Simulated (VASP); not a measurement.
The system is SiC.

```
Si C
1.0
     0.00000    2.09174    2.09174
     2.09174    0.00000    2.09174
     2.09174    2.09174    0.00000
Si C
1 1
Direct
  0.00000 0.00000 0.00000
  0.25000 0.25000 0.25000
```

```yaml
Program: VASP 6.6.1
Task: relaxation of cell and atoms
Functional: PBE
Potentials_or_basis: VASP PAW PBE potentials, release 64 (Si, C)
Cutoff: 600 eV
k_mesh: 10 × 10 × 10
Occupations: fermi-dirac, width 0.02 eV
Spin: no spin polarisation
```

At the start: pressure 37.9 GPa; volume 9.15 Å³/atom.

Question: How do energy, volume and symmetry change on relaxing?

Answer: Over 17 steps the energy falls by 142.1 meV/atom and the volume is 10.50 Å³/atom (+14.7 %); space group F-43m (No. 216, to 0.05 Å).

The path:
```csv
step,energy change (eV),largest force (eV/Å),pressure (GPa),volume (Å³)
1,0.0000,0.0000,37.86,18.30
2,0.0382,0.0000,-24.69,24.65
3,-0.2840,0.0000,-0.84,21.08
4,-0.2842,0.0000,-0.12,21.01
5,-0.2841,0.0000,0.45,20.95
6,-0.2841,0.0000,0.44,20.95
7,-0.2841,0.0000,0.42,20.95
8,-0.2841,0.0000,0.41,20.95
9,-0.2841,0.0000,0.41,20.95
10,-0.2841,0.0000,0.41,20.95
11,-0.2841,0.0000,0.40,20.95
12,-0.2841,0.0000,0.40,20.95
13,-0.2842,0.0000,0.39,20.96
14,-0.2842,0.0000,0.37,20.96
15,-0.2842,0.0000,0.32,20.96
16,-0.2842,0.0000,0.22,20.97
17,-0.2842,0.0000,0.01,20.99
```

Final structure:
```
CELL_PARAMETERS angstrom
0.00000 2.18950 2.18950
2.18950 0.00000 2.18950
2.18950 2.18950 0.00000
ATOMIC_POSITIONS crystal
Si 0.00000 0.00000 0.00000
C 0.25000 0.25000 0.25000
```
